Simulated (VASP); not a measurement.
A run of VASP 6.6.1:

INCAR

```
PREC = Accurate
ENCUT = 520
EDIFF = 1E-6
ISMEAR = -1
SIGMA = 0.02
LREAL = F
LASPH = T
NELM = 60
ALGO = Normal
ISIF = 2
LWAVE = F
LCHARG = F
GGA = PE
NBANDS = 16
```

KPOINTS

```
regular mesh
0
Gamma
  7 7 7
```

File POSCAR:

```
CdS
1.0
    0.0000000000      3.0312420688      2.9429534649
    3.0312420688      0.0000000000      2.9429534649
    3.0312420688      3.0312420688      0.0000000000
Cd S
1 1
Direct
    0.0000000000      0.0000000000      0.0000000000
    0.7500000000      0.7500000000      0.7500000000
```

Potentials or basis: VASP PAW PBE potentials, release 64 (Cd, S).

The run is started by

```sh
$ cat potpaw_PBE.64/Cd/POTCAR potpaw_PBE.64/S/POTCAR > POTCAR
$ mpirun -np 1 vasp_std > vasp.out
```

Hardware: 1 thread of Intel(R) Xeon(R) Platinum 8488C (Sapphire Rapids), on a shared host.

Problem. Estimate the wall time of this run.

Solution. Wall time 16 s on 1 thread of Intel(R) Xeon(R) Platinum 8488C (Sapphire Rapids) (shared host), peak memory 0.19 GiB. Counts: scf iterations 13, k points 40.
